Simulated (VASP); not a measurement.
Crystal: TiC.

```
Ti C
1.0
     0.00000    2.20819    2.20819
     2.20819    0.00000    2.20819
     2.20819    2.20819    0.00000
Ti C
1 1
Direct
  0.00000 0.00000 0.00000
  0.50000 0.50000 0.50000
```

Base run:

* Program: VASP 6.6.1
* Functional: BLYP
* Potentials or basis: VASP PAW PBE potentials, release 64 (Ti_sv, C)
* Cutoff: 520 eV
* k mesh: 11 × 11 × 11
* Occupations: fermi-dirac, width 0.05 eV
* Spin: no spin polarisation

Its results: band gap on the k mesh zero (band 8 reaches 9.83 eV, above the bottom of band 9 at 8.78 eV); pressure -5.0 GPa.

Question: The run is repeated on the same cell with these changes: functional from BLYP to r2SCAN. What comes out?

Answer: Band gap on the k mesh zero (band 8 reaches 9.65 eV, above the bottom of band 9 at 8.36 eV); pressure -13.3 GPa.

Caveats: the PAW data sets were made with another functional, which shifts forces and pressure a little.
